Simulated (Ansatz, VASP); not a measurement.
## HfO2: VASP beside Ansatz

POSCAR

```
HfO2
1.0
    3.5768243315      0.0000000000      0.0000000000
    0.0000000000      3.5768243315      0.0000000000
    0.0000000000      0.0000000000      5.2026739475
Hf O
2 4
Direct
    0.5000000000      0.5000000000      0.5000000000
    0.0000000000      0.0000000000      0.0000000000
    0.0000000000      0.5000000000      0.6529165432
    0.5000000000      0.0000000000      0.8038364645
    0.5000000000      0.0000000000      0.3038364645
    0.0000000000      0.5000000000      0.1961635355
```

Contents of INCAR.step1:

```
SYSTEM = HfO2
ALGO = Normal
EDIFF = 1E-4
ENCUT = 520
GGA = PE
ISMEAR = 0
LASPH = .True.
LCHARG = .False.
LREAL = .False.
LWAVE = .True.
NBANDS = 31
NELM = 100
PREC = Accurate
SIGMA = 0.05
```

The input INCAR.step2:

```
SYSTEM = HfO2
ALGO = Normal
EDIFF = 1E-6
ENCUT = 520
ISIF = 2
ISMEAR = 0
ISTART = 1
LASPH = .True.
LCHARG = .False.
LMIXTAU = .True.
LREAL = .False.
LWAVE = .False.
METAGGA = R2SCAN
NBANDS = 31
NELM = 100
PREC = Accurate
SIGMA = 0.05
```

File KPOINTS:

```
k-points
0
Gamma
  6 6 6
  0 0 0
```

Input for Ansatz:

```yaml
crystal:
  lattice:
    - [3.5768243315, 0.0, 0.0]
    - [0.0, 3.5768243315, 0.0]
    - [0.0, 0.0, 5.2026739475]
  atoms:
    - { symbol: Hf, position: [0.5, 0.5, 0.5] }
    - { symbol: Hf, position: [0.0, 0.0, 0.0] }
    - { symbol: O, position: [0.0, 0.5, 0.6529165432] }
    - { symbol: O, position: [0.5, 0.0, 0.8038364645] }
    - { symbol: O, position: [0.5, 0.0, 0.3038364645] }
    - { symbol: O, position: [0.0, 0.5, 0.1961635355] }
basis:
  ecutwfc: 500
kpoints:
  mp_grid: { grid: [6, 6, 6] }
hamiltonian:
  xc: r2scan
scf:
  occupations: { method: gaussian, width: 0.05 }
output:
  forces: true
  stress: true
  eigenvalues: true
  write_density: true
  write_potential: true
  elf: true
  volumetric_format: npy
```

Alike in both runs: task single point; functional r2SCAN; k mesh 6 × 6 × 6; occupations gaussian, width 0.05 eV; no spin polarisation.

```csv
,VASP,Ansatz
version,VASP 6.6.1,Ansatz 0.2.0
potentials or method,"VASP PAW PBE potentials, release 64 (Hf_pv, O), cutoff 520 eV","scalar-relativistic, plane waves, PAW"
valence electrons in the cell,44,76
```

VASP gave:

| Property | Result |
| --- | --- |
| gap on the k mesh at the Fermi level (eV) | 5.17 |
| least direct gap on the mesh (eV) | 5.24 |
| pressure (GPa) | 1.4 |
| traceless stress, the component that is largest in VASP (GPa) | -6.12 |
| rms of the force components (eV/Å) | 1.016 |

Task: What did Ansatz give for the same quantities?

Result: gap on the k mesh at the Fermi level (eV): 5.20; least direct gap on the mesh (eV): 5.27; pressure (GPa): 4.9; traceless stress, the component that is largest in VASP (GPa): -6.22; rms of the force components (eV/Å): 1.022.

VASP's potentials were made for PBE, not for r2SCAN. Atom by atom the forces differ by 0.034 eV/Å (rms over components). VASP's potentials hold 44 valence electrons a cell and Ansatz's 76, so a difference there can come from the potentials and not from the codes.

Spin-orbit coupling is off throughout.
